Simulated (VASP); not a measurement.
# Y in VASP: further runs, part 2 of 2

VASP 6.6.1. The steps go on from the part before.

## (4) Single point, PBEsol

This run uses another cell than the first one: it holds 1 atom, not 3.

The input, INCAR:

```
SYSTEM = Y
PREC = Accurate
ENCUT = 520
EDIFF = 1E-6
ISMEAR = 0
SIGMA = 0.1
LREAL = .FALSE.
LASPH = .TRUE.
NELM = 60
ALGO = Fast
ISIF = 2
LWAVE = .FALSE.
LCHARG = .FALSE.
GGA = PS
NBANDS = 12
```

The input, KPOINTS:

```
Automatic mesh
0
G
  18 18 18
  0 0 0
```

The input, POSCAR:

```
Y
1.0
    1.7894432978      1.0331355697      2.9223200133
   -1.7894432978      1.0331355697      2.9223200133
    0.0000000000     -2.0662711394      2.9223200133
Y
1
Direct
    0.5000000000      0.5000000000      0.5000000000
```

Potentials or basis: VASP PAW PBE potentials, release 64 (Y_sv).

Started as:

```bash
$ cat potpaw_PBE.64/Y_sv/POTCAR > POTCAR
$ mpirun -np 1 vasp_std > vasp.out
```

OUTCAR:

```text
SYSTEM = Y
   PREC = Accurate
   ENCUT = 520
   EDIFF = 1E-6
   ISMEAR = 0
   LREAL = .FALSE.
   LASPH = .TRUE.
   NELM = 60
   ISIF = 2
   GGA = PS

 ion  position               nearest neighbor table
   1  0.500  0.500  0.500-

  LATTYP: Found a trigonal (rhomboedric) cell.
 ALAT       =     3.5790264991
 COS(alpha) =     0.5000390891

  Lattice vectors:
[... 538 lines left out ...]
      7       4.9759      0.00000
      8       5.1174      0.00000
      9       6.4185      0.00000
     10       7.0586      0.00000
     11      12.3764      0.00000
     12      14.4720      0.00000

 [... further k-points ...]

------------------------ aborting loop because EDIFF is reached ----------------------------------------

  FORCE on cell =-STRESS in cart. coord.  units (eV):
  Direction    XX          YY          ZZ          XY          YZ          ZX
  --------------------------------------------------------------------------------------
  -------------------------------------------------------------------------------------
  Total       -0.4196326     -0.4196326     -0.4203857      0.0000000      0.0000000     -0.0000000
  in kB      -20.7408010    -20.7408010    -20.7780261      0.0000000      0.0000000     -0.0000000
  external PRESSURE =     -20.7532094 kB  Pullay stress =       0.0000000 kB

 VOLUME and BASIS-vectors are now :
 -----------------------------------------------------------------------------
  energy-cutoff  :      520.00
  volume of cell :       32.42
      direct lattice vectors                 reciprocal lattice vectors
     1.789443298  1.033135570  2.922320013     0.279416509  0.161321197  0.114064624
    -1.789443298  1.033135570  2.922320013    -0.279416509  0.161321197  0.114064624
     0.000000000 -2.066271139  2.922320013     0.000000000 -0.322642394  0.114064624

 POSITION                                       TOTAL-FORCE (eV/Angst)
 -----------------------------------------------------------------------------------
      0.00000      0.00000      4.38348         0.000000     -0.000000      0.000000
 -----------------------------------------------------------------------------------
    total drift:                               -0.000000     -0.000000      0.000000

  FREE ENERGIE OF THE ION-ELECTRON SYSTEM (eV)
  ---------------------------------------------------
  free  energy   TOTEN  =        -6.7946147734 eV

  energy  without entropy=       -6.7873541331  energy(sigma->0) =       -6.79098445
```

OSZICAR:

```text
N       E                     dE             d eps       ncg     rms          rms(c)
DAV:   1     0.307644180062E+02    0.30764E+02   -0.55215E+03 13968   0.816E+02
DAV:   2    -0.517314661309E+01   -0.35938E+02   -0.35004E+02 18108   0.172E+02
DAV:   3    -0.691879961930E+01   -0.17457E+01   -0.17096E+01 19436   0.269E+01
DAV:   4    -0.701573928814E+01   -0.96940E-01   -0.96892E-01 16280   0.438E+00
DAV:   5    -0.701712184507E+01   -0.13826E-02   -0.13825E-02 17376   0.503E-01    0.223E+01
RMM:   6    -0.683179582762E+01    0.18533E+00   -0.16541E-01 15501   0.247E+00    0.135E+01
RMM:   7    -0.679801771897E+01    0.33778E-01   -0.35496E-01 18657   0.363E+00    0.138E+00
RMM:   8    -0.679494065632E+01    0.30771E-02   -0.48552E-02 16493   0.153E+00    0.813E-01
RMM:   9    -0.679464681172E+01    0.29384E-03   -0.10131E-02 19796   0.594E-01    0.237E-01
RMM:  10    -0.679695429878E+01   -0.23075E-02   -0.58162E-03 20218   0.458E-01    0.110E+00
RMM:  11    -0.679457497336E+01    0.23793E-02   -0.41179E-03 16901   0.596E-01    0.924E-02
RMM:  12    -0.679460511099E+01   -0.30138E-04   -0.46366E-04 19272   0.199E-01    0.873E-02
RMM:  13    -0.679461004984E+01   -0.49388E-05   -0.11576E-04 19796   0.742E-02    0.212E-02
RMM:  14    -0.679461484549E+01   -0.47956E-05   -0.33956E-05 20326   0.367E-02    0.606E-03
RMM:  15    -0.679461477342E+01    0.72063E-07   -0.41022E-06 14780   0.111E-02
   1 F= -.67946148E+01 E0= -.67909845E+01  d E =-.726064E-02
```

stdout:

```text
POSCAR found type information on POSCAR Y
 POSCAR found :  1 types and       1 ions
 scaLAPACK will be used
 -----------------------------------------------------------------------------
|                                                                             |
|                                                                             |
|     You enforced a specific xc type in the INCAR file but a different       |
|     I HOPE YOU KNOW WHAT YOU ARE DOING!                                     |
|                                                                             |
 -----------------------------------------------------------------------------

 LDA part: xc-table for (Slater+PW92), standard interpolation
 POSCAR, INCAR and KPOINTS ok, starting setup
 FFT: planning ... GRIDC
 FFT: planning ... GRID_SOFT
 FFT: planning ... GRID
 WAVECAR not read
 entering main loop
WARNING in EDDRMM: call to ZHEGV failed, returncode =   6  3     10
WARNING in EDDRMM: call to ZHEGV failed, returncode =   6  3     12
WARNING in EDDRMM: call to ZHEGV failed, returncode =   6  3      5
WARNING in EDDRMM: call to ZHEGV failed, returncode =   6  3      5
WARNING in EDDRMM: call to ZHEGV failed, returncode =   6  3      8
WARNING in EDDRMM: call to ZHEGV failed, returncode =   8  4      6
```

Wall time 7 min (1 thread of Oxide Virtual Turin-like, shared host); peak memory 0.34 GiB.

What came out:

```yaml
Free_energy: -6.7946 eV
Pressure: -2.1 GPa
Band_gap_on_the_k_mesh: zero (an odd number of electrons rules out a gap without spin polarisation)
```

Levels at points of the mesh, in eV from the Fermi level:
| k point | band 2 | band 3 | band 4 | band 5 | band 6 | band 7 | band 8 | band 9 |
| --- | --- | --- | --- | --- | --- | --- | --- | --- |
| (0.00, 0.00, 0.00) | -22.29 | -22.29 | -22.29 | -4.78 | 1.78 | 1.78 | 1.78 | 3.80 |
| (0.50, 0.00, 0.00) | -22.87 | -22.37 | -22.37 | -2.00 | 0.64 | 1.61 | 1.61 | 5.27 |
| (0.50, 0.50, 0.00) | -22.84 | -22.50 | -22.50 | -1.76 | -0.88 | 2.10 | 5.28 | 5.70 |
| (0.50, 0.50, 0.50) | -22.87 | -22.37 | -22.37 | -2.00 | 0.64 | 1.61 | 1.61 | 5.27 |

Caveat: the PAW data sets were made with another functional, which shifts forces and pressure a little.

## (5) Overview

```csv
level,cell,k mesh,gap on the mesh (eV),pressure (GPa)
PBE,"a = 3.589, b = 3.589, c = 8.663 Å, angles 90.0, 90.0, 120.0°, 3 atoms, atomic positions A",6 × 6 × 2,none,0.0
PBE,"a = 3.579 Å, angles 60.0°, 1 atom, atomic positions B",18 × 18 × 18,none,-0.1
PBEsol,"a = 3.579 Å, angles 60.0°, 1 atom, atomic positions B",18 × 18 × 18,none,-2.1
```

Alike in all rows: task single point; potentials or basis VASP PAW PBE potentials, release 64 (Y_sv); no spin polarisation; cutoff (eV) 520; smearing gaussian 0.1 eV.

Caveats: some runs use coarse meshes; the PAW data sets were made with another functional, which shifts forces and pressure a little (at least some runs).

Total energies depend on the potentials used, so only differences within one code and one set of settings carry meaning.
